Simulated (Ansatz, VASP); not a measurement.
This is a calculation of Sb for VASP 6.6.1.

The input POSCAR:

```
Sb
1.0
    3.1600000000      0.0000000000      0.0000000000
    0.0000000000      3.1600000000      0.0000000000
    0.0000000000      0.0000000000      3.1600000000
Sb
1
Direct
    0.0000000000      0.0000000000      0.0000000000
```

INCAR.step1

```
SYSTEM = Sb
ALGO = Normal
EDIFF = 1E-5
ENCUT = 520
GGA = PE
ISIF = 2
ISMEAR = -1
LASPH = .TRUE.
LCHARG = .FALSE.
LREAL = .FALSE.
LWAVE = .TRUE.
NBANDS = 8
NELM = 80
PREC = Accurate
SIGMA = 0.05
```

INCAR.step2

```
SYSTEM = Sb
AEXX = 0.4
ALGO = Normal
EDIFF = 1E-6
ENCUT = 520
GGA = PE
HFSCREEN = 0.2
ISIF = 2
ISMEAR = -1
ISTART = 1
LASPH = .TRUE.
LCHARG = .FALSE.
LHFCALC = .TRUE.
LREAL = .FALSE.
LWAVE = .FALSE.
NBANDS = 8
NELM = 80
PREC = Accurate
PRECFOCK = Normal
SIGMA = 0.05
```

KPOINTS

```
k-points
0
G
  4 4 4
  0 0 0
```

Potentials or basis: VASP PAW PBE potentials, release 64 (Sb).

Command:

```console
$ cat potpaw_PBE.64/Sb/POTCAR > POTCAR
$ cp INCAR.step1 INCAR
$ mpirun -np 1 vasp_std > vasp.out
$ cp INCAR.step2 INCAR
$ mpirun -np 1 vasp_std > vasp.out
```

Set up the same calculation for Ansatz 0.2.0. Potentials there: Ansatz PAW.

As run (the cutoff follows the program's own potentials):

input.yaml

```yaml
crystal:
  lattice:
    - [3.16, 0.0, 0.0]
    - [0.0, 3.16, 0.0]
    - [0.0, 0.0, 3.16]
  atoms:
    - { symbol: Sb, position: [0.0, 0.0, 0.0] }
hamiltonian:
  xc: { exchange: pbe, correlation: pbe, exx: { coeff: 0.4, omega: 0.2 } }
  pseudopotentials: { kind: paw }
kpoints:
  mp_grid: { grid: [4, 4, 4] }
scf:
  occupations: { method: fermi_dirac, width: 0.05 }
output:
  forces: true
  stress: true
  eigenvalues: true
```

Potentials or basis: Ansatz PAW.

The run is started by

```bash
$ ansatz run input.yaml --threads 2 --pin off --max-ram 5632MiB --backend cpu --events-out ev --progress --plain --runs-dir out
```

Both were run:

|  | VASP | Ansatz | Ansatz less VASP |
| --- | --- | --- | --- |
| gap on the k mesh at the Fermi level (eV) | none | none | - |
| pressure (GPa) | -8.9 | -6.9 | +2.04 |

VASP's potentials were made for PBE, not for PBE-based screened hybrid. A gap of «none» marks a metal or a gap that the smearing closes. VASP's potentials hold 5 valence electrons a cell and Ansatz's 15, so a difference there can come from the potentials and not from the codes.

The k mesh is coarse, so the values compare programs but aren't converged. Neither program's run includes spin-orbit coupling.
